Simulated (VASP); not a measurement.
# Zr3Si2F (R-3m) in VASP: further runs, part 2 of 2

VASP 6.6.1. The steps go on from the part before.

### Step 4. Relaxation of cell and atoms, PBE

This run uses another cell than the first one, of 15.63 Å³/atom.

Contents of INCAR:

```
SYSTEM = Zr3Si2F
PREC = Accurate
ENCUT = 600
EDIFF = 1E-6
ISMEAR = 0
SIGMA = 0.1
LREAL = .FALSE.
LASPH = .TRUE.
NELM = 100
ALGO = Normal
ISIF = 3
LWAVE = .FALSE.
LCHARG = .FALSE.
GGA = PE
IBRION = 2
NSW = 90
EDIFFG = -0.04
```

Contents of KPOINTS:

```
regular mesh
0
G
  6 6 6
  0 0 0
```

Contents of POSCAR:

```
Zr3Si2F
1.0
    2.5473121600      1.4706913600      4.1716668900
   -2.5473121600      1.4706913600      4.1716668900
    0.0000000000     -2.9413827300      4.1716668900
Zr Si F
3 2 1
Direct
    0.5000000000      0.0000000000      0.5000000000
    0.0000000000      0.5000000000      0.5000000000
    0.5000000000      0.5000000000      0.0000000000
    0.1240085700      0.1240085700      0.1240085700
    0.8759914300      0.8759914300      0.8759914300
    0.5000000000      0.5000000000      0.5000000000
```

Potentials or basis: VASP PAW PBE potentials, release 64 (Zr_sv, Si, F).

Command:

```
$ cat potpaw_PBE.64/Zr_sv/POTCAR potpaw_PBE.64/Si/POTCAR potpaw_PBE.64/F/POTCAR > POTCAR
$ mpirun -np 1 vasp_std > vasp.out
```

OUTCAR:

```text
SYSTEM = Zr3Si2F
   PREC = Accurate
   ENCUT = 600
   EDIFF = 1E-6
   ISMEAR = 0
   LREAL = .FALSE.
   LASPH = .TRUE.
   NELM = 100
   ISIF = 3
   GGA = PE
   IBRION = 2
   NSW = 90
   EDIFFG = -0.04

 ion  position               nearest neighbor table
   1  0.500  0.000  0.500-   2 2.55   2 2.55   3 2.55   3 2.55   6 2.55   6 2.55   4 2.98   5 2.98
                             5 2.98   4 2.98   4 3.00   5 3.00
   2  0.000  0.500  0.500-   1 2.55   1 2.55   3 2.55   3 2.55   6 2.55   6 2.55   5 2.98   4 2.98
                             5 2.98   4 2.98   4 3.00   5 3.00
   3  0.500  0.500  0.000-   1 2.55   2 2.55   1 2.55   2 2.55   6 2.55   6 2.55   4 2.98   5 2.98
                             4 2.98   5 2.98   4 3.00   5 3.00
   4  0.124  0.124  0.124-   3 2.98   3 2.98   1 2.98   2 2.98   1 2.98   2 2.98   3 3.00   2 3.00
                             1 3.00   5 3.10   5 3.13   5 3.13   5 3.13
   5  0.876  0.876  0.876-   3 2.98   3 2.98   2 2.98   1 2.98   1 2.98   2 2.98   3 3.00   2 3.00
                             1 3.00   4 3.10   4 3.13   4 3.13   4 3.13
   6  0.500  0.500  0.500-   1 2.55   2 2.55   1 2.55   2 2.55   3 2.55   3 2.55

  LATTYP: Found a trigonal (rhomboedric) cell.
 ALAT       =     5.1043645009
 COS(alpha) =     0.5019063852

  Lattice vectors:

 A1 = (   2.5473121600,   1.4706913600,   4.1716668900)
 A2 = (  -2.5473121600,   1.4706913600,   4.1716668900)
 A3 = (   0.0000000000,  -2.9413827300,   4.1716668900)

Analysis of symmetry for initial positions (statically):
=====================================================================
 Subroutine PRICEL returns:
 Original cell was already a primitive cell.

 Routine SETGRP: Setting up the symmetry group for a
 trigonal (rhombohedral) supercell.

 Subroutine GETGRP returns: Found 12 space group operations
 (whereof 12 operations were pure point group operations)
 out of a pool of 12 trial point group operations.

The static configuration has the point symmetry D_3d.

Analysis of symmetry for dynamics (positions and initial velocities):
=====================================================================
 Subroutine PRICEL returns:
 Original cell was already a primitive cell.

 Routine SETGRP: Setting up the symmetry group for a
 trigonal (rhombohedral) supercell.

 Subroutine GETGRP returns: Found 12 space group operations
 (whereof 12 operations were pure point group operations)
 out of a pool of 12 trial point group operations.

The dynamic configuration has the point symmetry D_3d.

 Subroutine INISYM returns: Found 12 space group operations
 (whereof 12 operations are pure point group operations),
 and found     1 'primitive' translations

----------------------------------------------------------------------------------------

                                     Primitive cell

  volume of cell :      93.7701

  direct lattice vectors                    reciprocal lattice vectors
     2.547312160  1.470691360  4.171666890     0.196285327  0.113325386  0.079904111
    -2.547312160  1.470691360  4.171666890    -0.196285327  0.113325386  0.079904111
     0.000000000 -2.941382730  4.171666890     0.000000000 -0.226650772  0.079904111

  length of vectors
     5.104364501  5.104364501  5.104364506     0.240323198  0.240323198  0.240323198

  position of ions in fractional coordinates (direct lattice)
     0.500000000  1.000000000  0.500000000
     1.000000000  0.500000000  0.500000000
     0.500000000  0.500000000  0.000000000
     0.124008570  0.124008570  0.124008570
     0.875991430  0.875991430  0.875991430
[... 74 lines left out ...]
   ISTART =      0    job   : 0-new  1-cont  2-samecut
   ICHARG =      2    charge: 1-file 2-atom 10-const
   ISPIN  =      1    spin polarized calculation?
   LNONCOLLINEAR =      F non collinear calculations
   LSORBIT =      F    spin-orbit coupling
   LASPH  =      T    aspherical Exc in radial PAW
   ENCUT  =  600.0 eV  44.10 Ry    6.64 a.u.  10.19 10.19 10.19*2*pi/ulx,y,z
   NELM   =    100;   NELMIN=  2; NELMDL= -5     # of ELM steps
   EDIFF  = 0.1E-05   stopping-criterion for ELM
   LREAL  =      F    real-space projection
   EDIFFG = -.4E-01   stopping-criterion for IOM
   NSW    =     90    number of steps for IOM
   IBRION =      2    ionic relax: 0-MD 1-quasi-New 2-CG
   NFREE  =      1    steps in history (QN), initial steepest desc. (CG)
   ISIF   =      3    stress and relaxation
   ISYM   =      2    0-nonsym 1-usesym 2-fastsym
   POTIM  = 0.5000    time-step for ionic-motion
   TEBEG  =    0.0;   TEEND  =   0.0 temperature during run
   PSTRESS=    0.0 pullay stress
   NELECT =      51.0000    total number of electrons
   NUPDOWN=      -1.0000    fix difference up-down
   EMIN   =  10.00;   EMAX   =-10.00  energy-range for DOS
   EFERMI =   0.00;   METHOD = LEGACY
   ISMEAR =     0;   SIGMA  =   0.10  broadening in eV -4-tet -1-fermi 0-gaus
   EFERMI_NEDOS =   21; number of points for ismear=-14 and -15
   IALGO  =     38    algorithm
   IMIX   =      4    mixing-type and parameters
     AMIX     =   0.40;   BMIX     =  1.00
     AMIX_MAG =   1.60;   BMIX_MAG =  1.00
  volume/ion in A,a.u.               =      15.63       105.47
  Fermi-wavevector in a.u.,A,eV,Ry     =   1.336319  2.525276 24.296570  1.785748
  Thomas-Fermi vector in A             =   2.464955
   LORBIT       =      0    0 simple, 1 ext, 2 COOP (PROOUT), +10 PAW based schemes
   GGA     = PE    functional components
   LHFCALC =     F    Hartree Fock is set to
   AEXX    =    0.0000 exact exchange contribution
   IVDW    =     0    specifies the selected vdW correction
   LEPSILON=     F    determine dielectric tensor
   LRPA    =     F    only Hartree local field effects (RPA)
 conjugate gradient relaxation of ions
 non-spin polarized calculation
 Gauss-broadening in eV      SIGMA  =   0.10
  energy-cutoff  :      600.00
  volume of cell :       93.77
 maximum number of plane-waves:      3146
 NGX is ok and might be reduce to    42
   NGX = 21   NGY = 21   NGZ = 21

--------------------------------------- Ionic step        1  -------------------------------------------

 number of electron      50.9999999 magnetization

 Free energy of the ion-electron system (eV)
  ---------------------------------------------------
  ext. energy  EPLUGINS =         0.00000000
  ---------------------------------------------------
  free energy    TOTEN  =       -38.69906383 eV

  energy without entropy =      -38.68045330  energy(sigma->0) =      -38.68975856

------------------------ aborting loop because EDIFF is reached ----------------------------------------

  FORCE on cell =-STRESS in cart. coord.  units (eV):
  Direction    XX          YY          ZZ          XY          YZ          ZX
  --------------------------------------------------------------------------------------
  -------------------------------------------------------------------------------------
  Total       19.6956161     19.6956161     -4.0445041      0.0000000      0.0000000      0.0000000
  in kB      336.5236331    336.5236341    -69.1052880      0.0000000      0.0000001      0.0000000
  external PRESSURE =     201.3139931 kB  Pullay stress =       0.0000000 kB
[... 101 lines left out ...]
  FREE ENERGIE OF THE ION-ELECTRON SYSTEM (eV)
  ---------------------------------------------------
  free  energy   TOTEN  =       -40.8679217114 eV

  energy  without entropy=      -40.8398597550  energy(sigma->0) =      -40.85389073

 E-fermi :  10.0384     XC(G=0): -11.3911

 val. band max:        9.9656287162   @ k =  -0.3333   0.5000   0.1667
 cond. band min:      10.0426603045   @ k =   0.3333   0.3333  -0.0000
 fundamental gap:      0.0770315883
 Fermi energy:        10.0383822391

 k-point     1 :       0.0000    0.0000    0.0000
  band No.  band energies     occupation
      1     -39.1333      2.00000
      2     -38.9339      2.00000
      3     -38.9339      2.00000
      4     -18.0135      2.00000
      5     -17.5585      2.00000
      6     -17.4546      2.00000
[... 781 lines left out ...]
     29      11.4683      0.00000
     30      11.6887      0.00000

 [... further k-points ...]

[... ionic steps 4 to 11 ...]

--------------------------------------- Ionic step       12  -------------------------------------------

 number of electron      51.0000004 magnetization

------------------------ aborting loop because EDIFF is reached ----------------------------------------
[... 75 lines left out ...]
--------------------------------------- Ionic step       14  -------------------------------------------

 number of electron      51.0000006 magnetization

 Free energy of the ion-electron system (eV)
  ---------------------------------------------------
  ext. energy  EPLUGINS =         0.00000000
  ---------------------------------------------------
  free energy    TOTEN  =       -42.89755187 eV

  energy without entropy =      -42.88939047  energy(sigma->0) =      -42.89347117

 E-fermi :   9.7362     XC(G=0): -11.2700

 val. band max:        9.7350894575   @ k =   0.3333   0.3333  -0.0000
 cond. band min:       9.7840221580   @ k =   0.5000   0.0000   0.0000
 fundamental gap:      0.0489327005
 Fermi energy:         9.7361893345

 k-point     1 :       0.0000    0.0000    0.0000
  band No.  band energies     occupation
      1     -39.4903      2.00000
      2     -39.3144      2.00000
      3     -39.3144      2.00000
      4     -18.2814      2.00000
      5     -17.7868      2.00000
      6     -17.7868      2.00000
[... 816 lines left out ...]
  FREE ENERGIE OF THE ION-ELECTRON SYSTEM (eV)
  ---------------------------------------------------
  free  energy   TOTEN  =       -42.8975518676 eV

  energy  without entropy=      -42.8893904718  energy(sigma->0) =      -42.89347117

 reached required accuracy - stopping structural energy minimisation
```

Run time: 20 min. Hardware: 1 thread of Intel Xeon Platinum 8559C (Emerald Rapids), shared host; peak memory 0.33 GiB.

Results:

* Free energy: -42.8976 eV
* Relaxed volume: 17.03 Å³/atom
* Relaxed cell: a = 4.777 Å, b = 4.777 Å, c = 4.777 Å, α = 77.41°, β = 77.41°, γ = 77.41°
* Space group after relaxing (to 0.1 Å): R-3m (No. 166)
* Energy gained by relaxing: 699.7 meV/atom
* Ionic steps: 14
* Pressure after relaxing: 0.0 GPa
* Band gap on the k mesh: zero (an odd number of electrons rules out a gap without spin polarisation)

Stress tensor (GPa, compression positive):
```
-0.09  0.00  0.00
 0.00 -0.09  0.00
 0.00  0.00  0.03
```

The path:
| step | energy change (eV) | largest force (eV/Å) | pressure (GPa) | volume (Å³) |
| --- | --- | --- | --- | --- |
| 1 | 0.0000 | 0.5573 | 20.13 | 93.77 |
| 2 | -2.0394 | 0.8062 | -11.32 | 121.73 |
| 3 | -2.1689 | 0.8282 | -6.67 | 114.72 |
| 4 | -3.3704 | 1.1716 | -4.23 | 107.54 |
| 5 | -3.2750 | 2.9402 | 16.07 | 93.42 |
| 6 | -4.0347 | 0.9820 | -0.55 | 102.60 |
| 7 | -4.1122 | 0.0868 | 5.65 | 98.04 |
| 8 | -4.1669 | 0.4922 | 2.71 | 99.91 |
| 9 | -4.1669 | 0.4069 | 3.19 | 99.58 |
| 10 | -4.1255 | 1.0413 | -1.03 | 103.47 |
| 11 | -4.1908 | 0.0946 | 1.42 | 101.05 |
| 12 | -4.1938 | 0.1801 | -1.06 | 103.05 |
| 13 | -4.1982 | 0.0678 | -0.01 | 102.17 |
| 14 | -4.1985 | 0.0019 | -0.05 | 102.19 |

Final structure:
```
Zr Si F
1.0
     2.98744    1.72480    3.30526
    -2.98744    1.72480    3.30526
     0.00000   -3.44959    3.30526
Zr Si F
3 2 1
Direct
  0.50000 0.00000 0.50000
  0.00000 0.50000 0.50000
  0.50000 0.50000 0.00000
  0.11470 0.11470 0.11470
  0.88530 0.88530 0.88530
  0.50000 0.50000 0.50000
```

Caveat: an odd number of electrons without spin polarisation forces a metal; a magnetic or distorted state may lie lower.

### Step 5. Single point, PBE

Contents of INCAR:

```
PREC = Accurate
ENCUT = 520
EDIFF = 1E-6
ISMEAR = 0
SIGMA = 0.1
LREAL = F
LASPH = T
NELM = 100
ALGO = Normal
ISIF = 2
LWAVE = F
LCHARG = T
GGA = PE
LELF = T
LVHAR = T
NBANDS = 34
```

Contents of KPOINTS:

```
regular mesh
0
Gamma
  12 12 12
```

Contents of POSCAR:

```
Zr3Si2F
1.0
    2.9925979319      1.7277772215      3.3008546173
   -2.9925979319      1.7277772215      3.3008546173
    0.0000000000     -3.4555544431      3.3008546173
Zr Si F
3 2 1
Direct
    0.5000000000      0.0000000000      0.5000000000
    0.0000000000      0.5000000000      0.5000000000
    0.5000000000      0.5000000000      0.0000000000
    0.1149113462      0.1149113462      0.1149113462
    0.8850886538      0.8850886538      0.8850886538
    0.5000000000      0.5000000000      0.5000000000
```

Command:

```
$ cat potpaw_PBE.64/Zr_sv/POTCAR potpaw_PBE.64/Si/POTCAR potpaw_PBE.64/F/POTCAR > POTCAR
$ mpirun -np 1 vasp_std > vasp.out
```

Run time: 5.6 min. Hardware: 1 thread of Intel Xeon Platinum 8559C (Emerald Rapids), shared host; peak memory 0.6 GiB.

Results (log left out):

- Free energy: -42.9080 eV
- Pressure: 0.0 GPa
- Largest force: 0.016 eV/Å
- Band gap on the k mesh: zero (an odd number of electrons rules out a gap without spin polarisation)

Forces in eV/Å, atoms in the order of the input:
```
Zr   0.000  0.000  0.000
Zr   0.000  0.000  0.000
Zr   0.000  0.000  0.000
Si   0.000  0.000 -0.016
Si   0.000  0.000  0.016
F    0.000  0.000  0.000
```

Levels at points of the mesh, in eV from the Fermi level:
| k point | band 23 | band 24 | band 25 | band 26 | band 27 | band 28 | band 29 | band 30 |
| --- | --- | --- | --- | --- | --- | --- | --- | --- |
| (0.00, 0.00, 0.00) | -1.90 | -1.90 | -1.41 | -1.41 | -0.04 | 1.57 | 2.18 | 2.18 |
| (0.50, 0.00, 0.00) | -2.14 | -0.22 | 0.05 | 0.47 | 0.51 | 0.78 | 0.86 | 1.38 |
| (0.50, 0.50, 0.00) | -1.71 | -0.42 | -0.12 | 0.52 | 0.55 | 1.04 | 1.13 | 1.15 |
| (0.50, 0.50, 0.50) | -1.84 | -0.68 | -0.68 | -0.31 | 1.37 | 1.37 | 1.66 | 1.86 |

Caveat: an odd number of electrons without spin polarisation forces a metal; a magnetic or distorted state may lie lower.

### Step 6. Overview

| task | cell | k mesh | cutoff (eV) | gap on the mesh (eV) | pressure (GPa) | largest force (eV/Å) |
| --- | --- | --- | --- | --- | --- | --- |
| single point | a = 4.778 Å, angles 77.5°, 6 atoms, atomic positions A | 6 × 6 × 6 | 520 | none | 0.1 | 0.02 |
| single point | a = 5.104 Å, angles 59.9°, 6 atoms, atomic positions B | 6 × 6 × 6 | 520 | none | 20.1 | 0.56 |
| relaxation of cell and atoms | relaxed from a = 5.104 Å, angles 59.9°, 6 atoms, atomic positions B | 6 × 6 × 6 | 600 | none | 0.0 | - |
| single point | a = 4.779 Å, angles 77.5°, 6 atoms, atomic positions C | 12 × 12 × 12 | 520 | none | 0.0 | 0.02 |

Alike in all rows: level PBE; potentials or basis VASP PAW PBE potentials, release 64 (Zr_sv, Si, F); no spin polarisation; smearing gaussian 0.1 eV.

Caveats: an odd number of electrons without spin polarisation forces a metal; a magnetic or distorted state may lie lower; the stress differs along the axes, from -7 to 34 GPa (at least some runs).

Total energies depend on the potentials used, so only differences within one code and one set of settings carry meaning.

The gap in the log of VASP goes by the Fermi energy; the results here count the filled bands.